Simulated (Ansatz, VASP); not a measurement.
## KMgF3 in VASP and in Ansatz

POSCAR

```
KMgF3
1.0
    3.9802355751      0.0000000000      0.0000000000
    0.0000000000      3.9802355751      0.0000000000
    0.0000000000      0.0000000000      3.9802355751
K Mg F
1 1 3
Direct
    0.5000000000      0.5000000000      0.5000000000
    0.0000000000      0.0000000000      0.0000000000
    0.5000000000      0.0000000000      0.0000000000
    0.0000000000      0.5000000000      0.0000000000
    0.0000000000      0.0000000000      0.5000000000
```

The input INCAR.step1:

```
PREC = Accurate
ENCUT = 520
EDIFF = 1E-5
ISMEAR = 0
SIGMA = 0.01
LREAL = F
LASPH = T
NELM = 120
ALGO = Normal
ISIF = 2
LWAVE = T
LCHARG = F
GGA = PE
NBANDS = 24
GGA_COMPAT = F
```

Contents of INCAR.step2:

```
PREC = Accurate
ENCUT = 520
EDIFF = 1E-6
ISMEAR = 0
SIGMA = 0.01
LREAL = F
LASPH = T
NELM = 120
ALGO = Normal
ISIF = 2
LWAVE = F
LCHARG = F
GGA = PE
LHFCALC = T
HFSCREEN = 0.2079
PRECFOCK = Normal
ISTART = 1
NBANDS = 24
GGA_COMPAT = F
```

The input KPOINTS:

```
Automatic mesh
0
Gamma
  4 4 4
```

Input for Ansatz:

```yaml
crystal:
  lattice:
    - [3.9802355751, 0.0, 0.0]
    - [0.0, 3.9802355751, 0.0]
    - [0.0, 0.0, 3.9802355751]
  atoms:
    - { symbol: K, position: [0.5, 0.5, 0.5] }
    - { symbol: Mg, position: [0.0, 0.0, 0.0] }
    - { symbol: F, position: [0.5, 0.0, 0.0] }
    - { symbol: F, position: [0.0, 0.5, 0.0] }
    - { symbol: F, position: [0.0, 0.0, 0.5] }
kpoints:
  mp_grid: { grid: [4, 4, 4] }
  band_path:
    path: [[0.0, 0.0, 0.0], [0.0, 0.5, 0.0], [0.5, 0.5, 0.0], [0.5, 0.5, 0.5]]
    npoints: 1
hamiltonian:
  xc: hse06
scf:
  occupations: { method: fixed }
  n_extra_bands: 5
output:
  forces: true
  stress: true
  eigenvalues: true
  write_density: true
  write_potential: true
  elf: true
  volumetric_format: npy
```

Alike in both runs: task single point; functional HSE06; k mesh 4 × 4 × 4; no spin polarisation.

```csv
,VASP,Ansatz
version,VASP 6.6.1,Ansatz 0.2.0
potentials or method,"VASP PAW PBE potentials, release 64 (K_sv, Mg, F)","plane waves, PAW"
plane-wave cutoff (eV),520,420
occupations,"gaussian, width 0.01 eV",fixed
valence electrons in the cell,32,40
```

|  | VASP | Ansatz | Ansatz less VASP |
| --- | --- | --- | --- |
| gap on the k mesh at the Fermi level (eV) | 9.57 | 9.61 | +0.044 |
| pressure (GPa) | 1.3 | 1.4 | +0.14 |

VASP's potentials hold 32 valence electrons a cell and Ansatz's 40, so a difference there can come from the potentials and not from the codes. Ansatz's warnings: stress exchange threshold loose, stress scf threshold loose.
